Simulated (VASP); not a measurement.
# KI (Pm-3m) in VASP: further runs

Aim: see how the results for KI move with the level of theory and the settings. Levels: HSE06, PBE-based screened hybrid. Tasks: single point.

Program: VASP 6.6.1. These are calculated values, not measurements. Logs are shortened: lines on timing, memory, paths and dates and some standing lists are left out, and cuts for length are marked.

### Step 1. The cell of the first run

Symmetry: Pm-3m, No. 221, cubic system. Conventional cell: a = 4.291 Å, b = 4.291 Å, c = 4.291 Å, α = 90.00°, β = 90.00°, γ = 90.00°. K (site symmetry m-3m) has 8 I at 3.72 Å and 6 K at 4.29 Å within 4.9 Å. I (site symmetry m-3m) has 8 K at 3.72 Å and 6 I at 4.29 Å within 4.9 Å.

### Step 2. Single point, HSE06

The input, POSCAR:

```
KI
1.0
    4.2909401140      0.0000000000      0.0000000000
    0.0000000000      4.2909401140      0.0000000000
    0.0000000000      0.0000000000      4.2909401140
K I
1 1
Direct
    0.0000000000      0.0000000000      0.0000000000
    0.5000000000      0.5000000000      0.5000000000
```

The input, INCAR.step1:

```
SYSTEM = KI
ALGO     = Normal         ! electronic algorithm
EDIFF    = 1E-5           ! SCF threshold, eV
ENCUT    = 520            ! plane-wave cutoff, eV
GGA      = PE             ! functional
ISIF     = 2              ! what is computed and relaxed
ISMEAR   = 0              ! smearing method
LASPH    = .True.         ! aspherical terms in the spheres
LREAL    = .False.        ! projectors in reciprocal space
LWAVE    = .True.         ! write WAVECAR
NBANDS   = 15             ! bands
NELM     = 100            ! most SCF steps
PREC     = Accurate       ! precision mode
SIGMA    = 0.01           ! smearing width, eV
```

The input, INCAR.step2:

```
SYSTEM = KI
ALGO     = Normal         ! electronic algorithm
EDIFF    = 1E-7           ! SCF threshold, eV
ENCUT    = 520            ! plane-wave cutoff, eV
GGA      = PE             ! functional
HFSCREEN = 0.2079         ! screening, 1/A
ISIF     = 2              ! what is computed and relaxed
ISMEAR   = 0              ! smearing method
ISTART   = 1            
LASPH    = .True.         ! aspherical terms in the spheres
LCHARG   = .True.         ! write CHGCAR
LELF     = .True.         ! ELF
LHFCALC  = .True.         ! exact exchange
LREAL    = .False.        ! projectors in reciprocal space
LVHAR    = .True.       
LWAVE    = .False.        ! write WAVECAR
NBANDS   = 15             ! bands
NELM     = 100            ! most SCF steps
PREC     = Accurate       ! precision mode
PRECFOCK = Normal       
SIGMA    = 0.01           ! smearing width, eV
```

The input, KPOINTS:

```
k-points
0
Gamma
  4 4 4
  0 0 0
```

Potentials or basis: VASP PAW PBE potentials, release 64 (K_sv, I).

Command:

```sh
> cat potpaw_PBE.64/K_sv/POTCAR potpaw_PBE.64/I/POTCAR > POTCAR
> cp INCAR.step1 INCAR
> mpirun -np 1 vasp_std > vasp.out
> cp INCAR.step2 INCAR
> mpirun -np 1 vasp_std > vasp.out
```

OUTCAR:

```text
SYSTEM = KI
   EDIFF = 1E-7
   ENCUT = 520
   GGA = PE
   HFSCREEN = 0.2079
   ISIF = 2
   ISMEAR = 0
   ISTART = 1
   LASPH = .True.
   LHFCALC = .True.
   LREAL = .False.
   NELM = 100
   PREC = Accurate
   PRECFOCK = Normal

 ion  position               nearest neighbor table
   1  0.000  0.000  0.000-
   2  0.500  0.500  0.500-

  LATTYP: Found a simple cubic cell.
 ALAT       =     4.2909401140

  Lattice vectors:

 A1 = (   4.2909401140,   0.0000000000,   0.0000000000)
 A2 = (   0.0000000000,   4.2909401140,   0.0000000000)
 A3 = (   0.0000000000,   0.0000000000,   4.2909401140)

Analysis of symmetry for initial positions (statically):
=====================================================================
 Subroutine PRICEL returns:
 Original cell was already a primitive cell.

 Routine SETGRP: Setting up the symmetry group for a
 simple cubic supercell.

 Subroutine GETGRP returns: Found 48 space group operations
 (whereof 48 operations were pure point group operations)
 out of a pool of 48 trial point group operations.

The static configuration has the point symmetry O_h .

Analysis of symmetry for dynamics (positions and initial velocities):
=====================================================================
 Subroutine PRICEL returns:
 Original cell was already a primitive cell.

 Routine SETGRP: Setting up the symmetry group for a
 simple cubic supercell.

 Subroutine GETGRP returns: Found 48 space group operations
 (whereof 48 operations were pure point group operations)
 out of a pool of 48 trial point group operations.

The dynamic configuration has the point symmetry O_h .

 Subroutine INISYM returns: Found 48 space group operations
 (whereof 48 operations are pure point group operations),
 and found     1 'primitive' translations

----------------------------------------------------------------------------------------

                                     Primitive cell

  volume of cell :      79.0055

  direct lattice vectors                    reciprocal lattice vectors
     4.290940114  0.000000000  0.000000000     0.233049163  0.000000000  0.000000000
     0.000000000  4.290940114  0.000000000     0.000000000  0.233049163  0.000000000
     0.000000000  0.000000000  4.290940114     0.000000000  0.000000000  0.233049163

  length of vectors
     4.290940114  4.290940114  4.290940114     0.233049163  0.233049163  0.233049163

  position of ions in fractional coordinates (direct lattice)
     0.000000000  0.000000000  0.000000000
     0.500000000  0.500000000  0.500000000

  ion indices of the primitive-cell ions
   primitive index   ion index
                 1           1
                 2           2

----------------------------------------------------------------------------------------

 KPOINTS: k-points

Automatic generation of k-mesh.
 Grid dimensions read from file:
 generate k-points for:    4    4    4

 Generating k-lattice:

  Cartesian coordinates                     Fractional coordinates (reciprocal lattice)
     0.058262291  0.000000000  0.000000000     0.250000000  0.000000000  0.000000000
     0.000000000  0.058262291  0.000000000     0.000000000  0.250000000  0.000000000
     0.000000000  0.000000000  0.058262291     0.000000000  0.000000000  0.250000000

  Length of vectors
     0.058262291  0.058262291  0.058262291

  Shift w.r.t. Gamma in fractional coordinates (k-lattice)
     0.000000000  0.000000000  0.000000000

 Subroutine IBZKPT returns following result:
 ===========================================

 Found     10 irreducible k-points:

 Following reciprocal coordinates:
            Coordinates               Weight
  0.000000  0.000000  0.000000      1.000000
  0.250000  0.000000  0.000000      6.000000
  0.500000  0.000000  0.000000      3.000000
  0.250000  0.250000  0.000000     12.000000
  0.500000  0.250000  0.000000     12.000000
  0.500000  0.500000  0.000000      3.000000
  0.250000  0.250000  0.250000      8.000000
  0.500000  0.250000  0.250000     12.000000
  0.500000  0.500000  0.250000      6.000000
  0.500000  0.500000  0.500000      1.000000
   k-points           NKPTS =     10   k-points in BZ     NKDIM =     64   number of bands    NBANDS=     15
   number of dos      NEDOS =    301   number of ions     NIONS =      2
   total plane-waves  NPLWV =  32768
   dimension x,y,z NGX =    32 NGY =   32 NGZ =   32
   dimension x,y,z NGXF=    64 NGYF=   64 NGZF=   64
   ions per type =               1   1
   NGX,Y,Z   is equivalent  to a cutoff of  12.40, 12.40, 12.40 a.u.
   NGXF,Y,Z  is equivalent  to a cutoff of  24.80, 24.80, 24.80 a.u.
 SYSTEM =  KI
   PREC   = accura    normal or accurate (medium, high low for compatibility)
   ISTART =      1    job   : 0-new  1-cont  2-samecut
   ICHARG =      0    charge: 1-file 2-atom 10-const
   ISPIN  =      1    spin polarized calculation?
   LNONCOLLINEAR =      F non collinear calculations
   LSORBIT =      F    spin-orbit coupling
   LASPH  =      T    aspherical Exc in radial PAW
   ENCUT  =  520.0 eV  38.22 Ry    6.18 a.u.   7.98  7.98  7.98*2*pi/ulx,y,z
   NELM   =    100;   NELMIN=  2; NELMDL=  0     # of ELM steps
   EDIFF  = 0.1E-06   stopping-criterion for ELM
   LREAL  =      F    real-space projection
   EDIFFG = 0.1E-05   stopping-criterion for IOM
   NSW    =      0    number of steps for IOM
   IBRION =     -1    ionic relax: 0-MD 1-quasi-New 2-CG
   NFREE  =      0    steps in history (QN), initial steepest desc. (CG)
   ISIF   =      2    stress and relaxation
   ISYM   =      3    0-nonsym 1-usesym 2-fastsym
   POTIM  = 0.5000    time-step for ionic-motion
   TEBEG  =    0.0;   TEEND  =   0.0 temperature during run
   PSTRESS=    0.0 pullay stress
   NELECT =      16.0000    total number of electrons
   NUPDOWN=      -1.0000    fix difference up-down
   EMIN   =  10.00;   EMAX   =-10.00  energy-range for DOS
   EFERMI =   0.00;   METHOD = LEGACY
   ISMEAR =     0;   SIGMA  =   0.01  broadening in eV -4-tet -1-fermi 0-gaus
   EFERMI_NEDOS =   21; number of points for ismear=-14 and -15
   IALGO  =     38    algorithm
   IMIX   =      1    mixing-type and parameters
     AMIX     =   0.40;   BMIX     =  1.00
     AMIX_MAG =   1.60;   BMIX_MAG =  1.00
  volume/ion in A,a.u.               =      39.50       266.58
  Fermi-wavevector in a.u.,A,eV,Ry     =   0.961381  1.816747 12.575241  0.924254
  Thomas-Fermi vector in A             =   2.090748
   LORBIT       =      0    0 simple, 1 ext, 2 COOP (PROOUT), +10 PAW based schemes
   GGA     = PE    functional components
   LHFCALC =     T    Hartree Fock is set to
   PRECFOCK=normal    Normal, Fast or Accurate (Low or Medium for compatibility)
   ENCUT4O =  -1.0   cutoff for four orbital integrals eV
   NKREDX  =     1    reduce k-point grid by
   NKREDY  =     1    reduce k-point grid by
   NKREDZ  =     1    reduce k-point grid by
   AEXX    =    0.2500 exact exchange contribution
   HFSCREEN=    0.2079 screening length (either q_TF or 0.3 A-1)
   HFSCREENC=   0.2079 screening length for correlation (either q_TF or 0.3 A-1)
   ENCUTFOCK=  -1.0 apply spherical cutoff to Coloumb kernel
   IVDW    =     0    specifies the selected vdW correction
   LEPSILON=     F    determine dielectric tensor
   LRPA    =     F    only Hartree local field effects (RPA)
 non-spin polarized calculation
 Gauss-broadening in eV      SIGMA  =   0.01
  energy-cutoff  :      520.00
  volume of cell :       79.01
 maximum number of plane-waves:      2176
 NGX is ok and might be reduce to    32
  NGX = 24; NGY = 24; NGZ = 24

 number of electron      16.0000003 magnetization

 Free energy of the ion-electron system (eV)
  ---------------------------------------------------
  ext. energy  EPLUGINS =         0.00000000
  ---------------------------------------------------
  free energy    TOTEN  =        -6.25606514 eV

  energy without entropy =       -6.25606514  energy(sigma->0) =       -6.25606514

 E-fermi :   0.2778     XC(G=0):  -6.4649

 val. band max:        0.2117067753   @ k =   0.5000   0.5000   0.0000
 cond. band min:       4.5100473885   @ k =   0.0000   0.0000   0.0000
 fundamental gap:      4.2983406132
 Fermi energy:         0.2777508149

 k-point     1 :       0.0000    0.0000    0.0000
  band No.  band energies     occupation
      1     -31.5666      2.00000
      2     -13.6650      2.00000
      3     -13.6650      2.00000
      4     -13.6650      2.00000
      5     -11.8986      2.00000
      6      -0.1797      2.00000
      7      -0.1797      2.00000
      8      -0.1797      2.00000
      9       4.5100      0.00000
     10       5.9977      0.00000
     11       5.9977      0.00000
     12      10.0250      0.00000
     13      10.0250      0.00000
     14      10.0250      0.00000
     15      12.1084      0.00000

 k-point     2 :       0.2500    0.0000    0.0000
  band No.  band energies     occupation
      1     -31.5642      2.00000
      2     -13.7569      2.00000
      3     -13.6588      2.00000
      4     -13.6588      2.00000
      5     -11.7269      2.00000
      6      -1.3715      2.00000
      7      -0.1341      2.00000
      8      -0.1341      2.00000
      9       5.5686      0.00000
     10       6.4745      0.00000
     11       7.4217      0.00000
     12       9.8184      0.00000
     13       9.8184      0.00000
     14      10.2056      0.00000
     15      10.3035      0.00000

 k-point     3 :       0.5000    0.0000    0.0000
  band No.  band energies     occupation
      1     -31.5618      2.00000
      2     -13.8395      2.00000
      3     -13.6525      2.00000
      4     -13.6525      2.00000
      5     -11.5558      2.00000
      6      -2.2332      2.00000
      7      -0.0878      2.00000
      8      -0.0878      2.00000
      9       6.6910      0.00000
     10       7.6023      0.00000
     11       8.2736      0.00000
     12       8.4281      0.00000
     13      10.0311      0.00000
     14      10.0311      0.00000
     15      10.3575      0.00000
[... 91 lines left out ...]
 k-point     9 :       0.5000    0.5000    0.2500
  band No.  band energies     occupation
      1     -31.5550      2.00000
      2     -13.7386      2.00000
      3     -13.7386      2.00000
      4     -13.6862      2.00000
      5     -11.4090      2.00000
      6      -1.6041      2.00000
      7      -1.6041      2.00000
      8      -0.7943      2.00000
      9       5.7828      0.00000
     10       7.3779      0.00000
     11       7.3779      0.00000
     12       8.8695      0.00000
     13      10.6343      0.00000
     14      10.6343      0.00000
     15      11.2583      0.00000

 k-point    10 :       0.5000    0.5000    0.5000
  band No.  band energies     occupation
      1     -31.5528      2.00000
      2     -13.7278      2.00000
      3     -13.7278      2.00000
      4     -13.7278      2.00000
      5     -11.3087      2.00000
      6      -1.5668      2.00000
      7      -1.5668      2.00000
      8      -1.5668      2.00000
      9       6.8080      0.00000
     10       6.8080      0.00000
     11       6.8080      0.00000
     12      10.5363      0.00000
     13      10.5363      0.00000
     14      10.5363      0.00000
     15      10.6241      0.00000

------------------------ aborting loop because EDIFF is reached ----------------------------------------

  FORCE on cell =-STRESS in cart. coord.  units (eV):
  Direction    XX          YY          ZZ          XY          YZ          ZX
  --------------------------------------------------------------------------------------
  -------------------------------------------------------------------------------------
  Total        0.1471852      0.1471852      0.1471852      0.0000000      0.0000000     -0.0000000
  in kB        2.9848156      2.9848156      2.9848156      0.0000000      0.0000000     -0.0000000
  external PRESSURE =       2.9848156 kB  Pullay stress =       0.0000000 kB

 VOLUME and BASIS-vectors are now :
 -----------------------------------------------------------------------------
  energy-cutoff  :      520.00
  volume of cell :       79.01
      direct lattice vectors                 reciprocal lattice vectors
     4.290940114  0.000000000  0.000000000     0.233049163  0.000000000  0.000000000
     0.000000000  4.290940114  0.000000000     0.000000000  0.233049163  0.000000000
     0.000000000  0.000000000  4.290940114     0.000000000  0.000000000  0.233049163

 POSITION                                       TOTAL-FORCE (eV/Angst)
 -----------------------------------------------------------------------------------
      0.00000      0.00000      0.00000         0.000000      0.000000      0.000000
      2.14547      2.14547      2.14547         0.000000      0.000000      0.000000
 -----------------------------------------------------------------------------------
    total drift:                               -0.000000     -0.000000     -0.000000

  FREE ENERGIE OF THE ION-ELECTRON SYSTEM (eV)
  ---------------------------------------------------
  free  energy   TOTEN  =        -6.2560651417 eV

  energy  without entropy=       -6.2560651417  energy(sigma->0) =       -6.25606514
```

Run time: 9.8 min. Hardware: 1 thread of Oxide Virtual Turin-like, shared host; peak memory 0.26 GiB.

Results:

```
Free energy            : -6.2561 eV
Pressure               : 0.3 GPa
Band gap on the k mesh : 4.30 eV, indirect (least direct gap 4.69 eV)
```

Levels at points of the mesh, in eV from the valence-band top:
| k point | band 6 | band 7 | band 8 | band 9 | band 10 | band 11 |
| --- | --- | --- | --- | --- | --- | --- |
| (0.00, 0.00, 0.00) | -0.39 | -0.39 | -0.39 | 4.30 | 5.79 | 5.79 |
| (0.50, 0.00, 0.00) | -2.44 | -0.30 | -0.30 | 6.48 | 7.39 | 8.06 |
| (0.50, 0.50, 0.00) | -1.85 | -1.85 | 0.00 | 4.88 | 6.80 | 8.02 |
| (0.50, 0.50, 0.50) | -1.78 | -1.78 | -1.78 | 6.60 | 6.60 | 6.60 |

Caveat: the PAW data sets were made with another functional, which shifts forces and pressure a little; spin-orbit coupling is left out, which moves the levels of the heavy elements.

### Step 3. Single point, PBE-based screened hybrid

POSCAR is that of step 2.

The input, INCAR.step1:

```
  PREC = Accurate
  ENCUT = 520
  EDIFF = 1E-5
  ISMEAR = 0
  SIGMA = 0.01
  LREAL = F
  LASPH = T
  NELM = 60
  ALGO = Normal
  ISIF = 2
  LWAVE = T
  LCHARG = F
  NBANDS = 15
  GGA = PE
```

The input, INCAR.step2:

```
  PREC = Accurate
  ENCUT = 520
  EDIFF = 1E-7
  ISMEAR = 0
  SIGMA = 0.01
  LREAL = F
  LASPH = T
  NELM = 60
  ALGO = Normal
  ISIF = 2
  LWAVE = F
  LCHARG = F
  GGA = PE
  LHFCALC = T
  AEXX = 1.0
  HFSCREEN = 0.2078
  PRECFOCK = Normal
  NBANDS = 15
  ISTART = 1
  ALDAC = 1.0
  AGGAC = 1.0
```

The input, KPOINTS:

```
regular mesh
0
Gamma
  4 4 4
```

Potentials or basis: VASP PAW PBE potentials, release 64 (K_sv, I).

Command:

```sh
> cat potpaw_PBE.64/K_sv/POTCAR potpaw_PBE.64/I/POTCAR > POTCAR
> cp INCAR.step1 INCAR
> mpirun -np 1 vasp_std > vasp.out
> cp INCAR.step2 INCAR
> mpirun -np 1 vasp_std > vasp.out
```

Run time: 13 min. Hardware: 1 thread of Oxide Virtual Turin-like, shared host; peak memory 0.26 GiB.

The run converged. Its results:

| Property | Result |
| --- | --- |
| Free energy | -9.2812 eV |
| Pressure | -0.6 GPa |
| Band gap on the k mesh | 7.49 eV, indirect (least direct gap 7.95 eV) |

Levels at points of the mesh, in eV from the valence-band top:
```tsv
k point	band 5	band 6	band 7	band 8	band 9	band 10	band 11	band 12
(0.00, 0.00, 0.00)	-14.80	-0.46	-0.46	-0.46	7.49	8.97	8.97	14.12
(0.50, 0.00, 0.00)	-14.35	-2.81	-0.33	-0.33	9.69	11.06	11.26	11.81
(0.50, 0.50, 0.00)	-14.28	-2.20	-2.20	0.00	7.96	10.26	11.75	11.75
(0.50, 0.50, 0.50)	-14.01	-2.08	-2.08	-2.08	9.68	9.68	9.68	14.37
```

Caveat: the PAW data sets were made with another functional, which shifts forces and pressure a little; spin-orbit coupling is left out, which moves the levels of the heavy elements.

### Step 4. Single point, HSE06

POSCAR is that of step 3.

The input, INCAR.step1:

```
ALGO = Normal
EDIFF = 1E-5
ENCUT = 520
GGA = PE
ISIF = 2
ISMEAR = 0
LASPH = T
LCHARG = F
LREAL = F
LWAVE = T
NBANDS = 15
NELM = 80
PREC = Accurate
SIGMA = 0.01
```

The input, INCAR.step2:

```
ALGO = Normal
EDIFF = 1E-7
ENCUT = 520
GGA = PE
HFSCREEN = 0.2079
ISIF = 2
ISMEAR = 0
ISTART = 1
LASPH = T
LCHARG = F
LHFCALC = T
LREAL = F
LWAVE = F
NBANDS = 15
NELM = 80
PREC = Accurate
PRECFOCK = Normal
SIGMA = 0.01
```

The input, KPOINTS:

```
k-points
0
Gamma
  4 4 4
```

Command:

```sh
> cat potpaw_PBE.64/K_sv/POTCAR potpaw_PBE.64/I/POTCAR > POTCAR
> cp INCAR.step1 INCAR
> mpirun -np 1 vasp_std > vasp.out
> cp INCAR.step2 INCAR
> mpirun -np 1 vasp_std > vasp.out
```

Wall time 8.6 min (1 thread of Oxide Virtual Turin-like, shared host); peak memory 0.26 GiB.

The run converged. Its results:

| Property | Result |
| --- | --- |
| Free energy | -6.2561 eV |
| Pressure | 0.3 GPa |
| Band gap on the k mesh | 4.30 eV, indirect (least direct gap 4.69 eV) |

Levels at points of the mesh, in eV from the valence-band top:
| k point | band 4 | band 5 | band 6 | band 7 | band 8 | band 9 | band 10 | band 11 | band 12 | band 13 |
| --- | --- | --- | --- | --- | --- | --- | --- | --- | --- | --- |
| (0.00, 0.00, 0.00) | -13.88 | -12.11 | -0.39 | -0.39 | -0.39 | 4.30 | 5.79 | 5.79 | 9.81 | 9.81 |
| (0.50, 0.00, 0.00) | -13.86 | -11.77 | -2.44 | -0.30 | -0.30 | 6.48 | 7.39 | 8.06 | 8.22 | 9.82 |
| (0.50, 0.50, 0.00) | -13.86 | -11.72 | -1.85 | -1.85 | 0.00 | 4.88 | 6.80 | 8.02 | 8.02 | 10.20 |
| (0.50, 0.50, 0.50) | -13.94 | -11.52 | -1.78 | -1.78 | -1.78 | 6.60 | 6.60 | 6.60 | 10.32 | 10.32 |

Caveat: the PAW data sets were made with another functional, which shifts forces and pressure a little; spin-orbit coupling is left out, which moves the levels of the heavy elements.
